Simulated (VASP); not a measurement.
# Bi (R-3m) in VASP: a series of runs, part 2 of 2

VASP 6.6.1.

## 3. Relaxation of shape and atoms at fixed volume, PBE+D3(BJ) (36.64 Å³/atom)

This run uses another cell than the first one, of 36.64 Å³/atom.

Input file INCAR:

```
PREC     = Accurate       # precision mode
ENCUT    = 600            # plane-wave cutoff, eV
EDIFF    = 1E-7           # SCF threshold, eV
ISMEAR   = 0              # smearing method
SIGMA    = 0.1            # smearing width, eV
LREAL    = F              # projectors in reciprocal space
LASPH    = T              # aspherical terms in the spheres
NELM     = 100            # most SCF steps
ALGO     = Fast           # electronic algorithm
ISIF     = 4              # what is computed and relaxed
LWAVE    = F              # write WAVECAR
LCHARG   = F              # write CHGCAR
GGA      = PE             # functional
IVDW     = 12             # dispersion correction
IBRION   = 2              # ionic algorithm
NSW      = 50             # ionic steps
EDIFFG   = -0.01          # ionic threshold
```

Input file KPOINTS:

```
regular mesh
0
Gamma
  12 12 12
```

Input file POSCAR:

```
Bi
1.0
    2.3012029989      1.3286001709      3.9944403552
   -2.3012029989      1.3286001709      3.9944403552
    0.0000000000     -2.6572003417      3.9944403552
Bi
2
Direct
    0.2355840028      0.2355840028      0.2355840028
    0.7644159972      0.7644159972      0.7644159972
```

Potentials or basis: VASP PAW PBE potentials, release 64 (Bi_d).

Started as:

```console
$ cat potpaw_PBE.64/Bi_d/POTCAR > POTCAR
$ mpirun -np 1 vasp_std > vasp.out
```

Run time: 21 min. Hardware: 1 thread of Intel Xeon Platinum 8375C at 2.90GHz (Ice Lake), shared host; peak memory 0.46 GiB.

The run converged. Its results:

```yaml
Free_energy: -8.6446 eV
Energy_gained_by_relaxing: 1.2 meV/atom
Ionic_steps: 6
Pressure_after_relaxing: -1.8 GPa
Band_gap_on_the_k_mesh: zero (bands 15 and 16 overlap by 0.20 eV)
Dispersion_energy_per_atom: -0.435 eV
```

Step by step:
| step | energy change (eV) | largest force (eV/Å) | pressure (GPa) | volume (Å³) |
| --- | --- | --- | --- | --- |
| 1 | 0.0000 | 0.1067 | -2.21 | 73.28 |
| 2 | -0.0010 | 0.0726 | -2.12 | 73.28 |
| 3 | -0.0020 | 0.0108 | -1.94 | 73.28 |
| 4 | -0.0021 | 0.0117 | -1.87 | 73.28 |
| 5 | -0.0023 | 0.0056 | -1.85 | 73.28 |
| 6 | -0.0024 | 0.0010 | -1.83 | 73.28 |

Final structure:
```xyz
2
Lattice="2.2908 1.3226 4.0307 -2.2908 1.3226 4.0307 0.0000 -2.6452 4.0307" Properties=species:S:1:pos:R:3 pbc="T T T"
Bi    0.0000    0.0000    2.8309
Bi    0.0000    0.0000    9.2612
```

Levels at points of the mesh, in eV from the Fermi level:
| k point | band 13 | band 14 | band 15 | band 16 | band 17 | band 18 |
| --- | --- | --- | --- | --- | --- | --- |
| (0.00, 0.00, 0.00) | -1.45 | -1.09 | -1.09 | 2.47 | 2.89 | 2.89 |
| (0.50, 0.00, 0.00) | -1.32 | -1.10 | -0.27 | -0.20 | 0.53 | 1.06 |
| (0.50, 0.50, 0.00) | -4.44 | -2.87 | -2.70 | 2.45 | 4.73 | 5.29 |
| (0.50, 0.50, 0.50) | -0.86 | -0.51 | -0.51 | 0.74 | 0.77 | 0.77 |

Caveat: spin-orbit coupling is left out, which moves the levels of the heavy elements.

## 4. Relaxation of shape and atoms at fixed volume, PBE+D3(BJ) (30.42 Å³/atom)

This run uses another cell than the first one, of 30.42 Å³/atom.

Input file INCAR:

```
PREC     = Accurate       # precision mode
ENCUT    = 600            # plane-wave cutoff, eV
EDIFF    = 1E-6           # SCF threshold, eV
ISMEAR   = 0              # smearing method
SIGMA    = 0.1            # smearing width, eV
LREAL    = False          # projectors in reciprocal space
LASPH    = True           # aspherical terms in the spheres
NELM     = 60             # most SCF steps
ALGO     = Fast           # electronic algorithm
ISIF     = 4              # what is computed and relaxed
LWAVE    = False          # write WAVECAR
LCHARG   = False          # write CHGCAR
GGA      = PE             # functional
IVDW     = 12             # dispersion correction
IBRION   = 2              # ionic algorithm
NSW      = 50             # ionic steps
EDIFFG   = -0.01          # ionic threshold
```

Input file KPOINTS:

```
Automatic mesh
0
Gamma
  12 12 12
```

Input file POSCAR:

```
Bi
1.0
    2.1908632197      1.2648954697      3.6585759785
   -2.1908632197      1.2648954697      3.6585759785
    0.0000000000     -2.5297909393      3.6585759785
Bi
2
Direct
    0.2414717437      0.2414717437      0.2414717437
    0.7585282563      0.7585282563      0.7585282563
```

Started as:

```console
$ cat potpaw_PBE.64/Bi_d/POTCAR > POTCAR
$ mpirun -np 1 vasp_std > vasp.out
```

Run time: 9.1 min. Hardware: 1 thread of Oxide Virtual Turin-like, shared host; peak memory 0.35 GiB.

It converged, with:

```
Free energy                  : -8.5069 eV
Energy gained by relaxing    : 1.0 meV/atom
Ionic steps                  : 5
Pressure after relaxing      : 7.2 GPa
Largest force after relaxing : 0.007 eV/Å
Band gap on the k mesh       : zero (bands 15 and 16 overlap by 0.30 eV)
Dispersion energy per atom   : -0.526 eV
```

Forces on the atoms (eV/Å):
```
Bi   0.000  0.000  0.007
Bi   0.000  0.000 -0.007
```

Step by step:
| step | energy change (eV) | largest force (eV/Å) | pressure (GPa) | volume (Å³) |
| --- | --- | --- | --- | --- |
| 1 | 0.0000 | 0.1081 | 7.46 | 60.83 |
| 2 | -0.0010 | 0.0680 | 7.38 | 60.83 |
| 3 | -0.0018 | 0.0220 | 7.30 | 60.83 |
| 4 | -0.0015 | 0.0452 | 7.07 | 60.83 |
| 5 | -0.0019 | 0.0071 | 7.19 | 60.83 |

Final structure:
```yaml
crystal:
  lattice:
    - [2.19525, 1.26743, 3.64396]
    - [-2.19525, 1.26743, 3.64396]
    - [0.00000, -2.53486, 3.64396]
  atoms:
    - { symbol: Bi, position: [0.24307, 0.24307, 0.24307] }
    - { symbol: Bi, position: [0.75693, 0.75693, 0.75693] }
```

Levels at points of the mesh, in eV from the Fermi level:
```tsv
k point	band 13	band 14	band 15	band 16	band 17	band 18
(0.00, 0.00, 0.00)	-1.70	-1.57	-1.57	3.27	3.36	3.36
(0.50, 0.00, 0.00)	-0.81	-0.81	-0.32	-0.25	0.02	0.20
(0.50, 0.50, 0.00)	-5.77	-3.69	-3.62	2.31	5.68	5.78
(0.50, 0.50, 0.50)	-0.61	-0.54	-0.54	0.03	0.03	0.19
```

Caveat: spin-orbit coupling is left out, which moves the levels of the heavy elements.

## 5. Relaxation of shape and atoms at fixed volume, PBE+D3(BJ) (32.49 Å³/atom)

This run uses another cell than the first one, of 32.49 Å³/atom.

Input file INCAR:

```
SYSTEM = Bi
ALGO     = Fast           ! electronic algorithm
EDIFF    = 1E-6           ! SCF threshold, eV
EDIFFG   = -0.01          ! ionic threshold
ENCUT    = 600            ! plane-wave cutoff, eV
GGA      = PE             ! functional
IBRION   = 2              ! ionic algorithm
ISIF     = 4              ! what is computed and relaxed
ISMEAR   = 0              ! smearing method
IVDW     = 12             ! dispersion correction
LASPH    = .TRUE.         ! aspherical terms in the spheres
LCHARG   = .FALSE.        ! write CHGCAR
LREAL    = .FALSE.        ! projectors in reciprocal space
LWAVE    = .FALSE.        ! write WAVECAR
NELM     = 80             ! most SCF steps
NSW      = 50             ! ionic steps
PREC     = Accurate       ! precision mode
SIGMA    = 0.1            ! smearing width, eV
```

Input file KPOINTS:

```
k-points
0
G
  12 12 12
  0 0 0
```

Input file POSCAR:

```
Bi
1.0
    2.2257119868      1.2850154147      3.7866037395
   -2.2257119868      1.2850154147      3.7866037395
    0.0000000000     -2.5700308295      3.7866037395
Bi
2
Direct
    0.2385673339      0.2385673339      0.2385673339
    0.7614326661      0.7614326661      0.7614326661
```

Started as:

```console
$ cat potpaw_PBE.64/Bi_d/POTCAR > POTCAR
$ mpirun -np 1 vasp_std > vasp.out
```

Run time: 16 min. Hardware: 1 thread of Oxide Virtual Turin-like, shared host; peak memory 0.38 GiB.

The run converged. Its results:

```yaml
Free_energy: -8.6346 eV
Energy_gained_by_relaxing: 1.3 meV/atom
Ionic_steps: 9
Pressure_after_relaxing: 2.9 GPa
Largest_force_after_relaxing: 0.007 eV/Å
Band_gap_on_the_k_mesh: zero (bands 15 and 16 overlap by 0.25 eV)
Dispersion_energy_per_atom: -0.492 eV
```

Forces in eV/Å, atoms in the order of the input:
```
Bi   0.000  0.000 -0.007
Bi   0.000  0.000  0.007
```

The path:
```
step  energy change (eV)  largest force (eV/Å)  pressure (GPa)  volume (Å³)
   1              0.0000                0.1205            3.23        64.98
   2             -0.0013                0.0718            3.12        64.98
   3             -0.0022                0.0241            3.00        64.98
   4             -0.0021                0.0570            2.77        64.98
   5             -0.0024                0.0009            2.88        64.98
   6             -0.0024                0.0222            2.84        64.98
   7             -0.0024                0.0076            2.88        64.98
   8             -0.0024                0.0190            2.87        64.98
   9             -0.0025                0.0075            2.86        64.98
```

Final structure:
```yaml
crystal:
  lattice:
    - [2.23442, 1.29004, 3.75714]
    - [-2.23442, 1.29004, 3.75714]
    - [0.00000, -2.58009, 3.75714]
  atoms:
    - { symbol: Bi, position: [0.24023, 0.24023, 0.24023] }
    - { symbol: Bi, position: [0.75977, 0.75977, 0.75977] }
```

Levels at points of the mesh, in eV from the Fermi level:
```csv
k point,band 11,band 12,band 13,band 14,band 15,band 16,band 17,band 18,band 19
"(0.00, 0.00, 0.00)",-13.58,-7.20,-1.60,-1.41,-1.41,3.01,3.19,3.19,5.40
"(0.50, 0.00, 0.00)",-11.35,-10.93,-0.97,-0.91,-0.31,-0.26,0.18,0.48,8.07
"(0.50, 0.50, 0.00)",-11.49,-9.41,-5.29,-3.39,-3.29,2.41,5.32,5.52,7.51
"(0.50, 0.50, 0.50)",-11.81,-10.55,-0.73,-0.54,-0.54,0.25,0.25,0.36,7.70
```

Caveat: spin-orbit coupling is left out, which moves the levels of the heavy elements.

## 6. Summary

```tsv
cell	gap on the mesh (eV)	pressure (GPa)	largest force (eV/Å)
relaxed from a = 4.728 Å, angles 57.9°, 2 atoms, atomic positions A	none	-1.0	0.01
relaxed from a = 4.798 Å, angles 57.3°, 2 atoms, atomic positions B	none	-1.8	-
relaxed from a = 4.448 Å, angles 59.0°, 2 atoms, atomic positions C	none	7.2	0.01
relaxed from a = 4.576 Å, angles 58.2°, 2 atoms, atomic positions D	none	2.9	0.01
```

Alike in all rows: task relaxation of shape and atoms at fixed volume; level PBE+D3(BJ); potentials or basis VASP PAW PBE potentials, release 64 (Bi_d); no spin polarisation; k mesh 12 × 12 × 12; cutoff (eV) 600; smearing gaussian 0.1 eV.

Caveats: spin-orbit coupling is left out, which moves the levels of the heavy elements.

Total energies depend on the potentials used, so only differences within one code and one set of settings carry meaning.
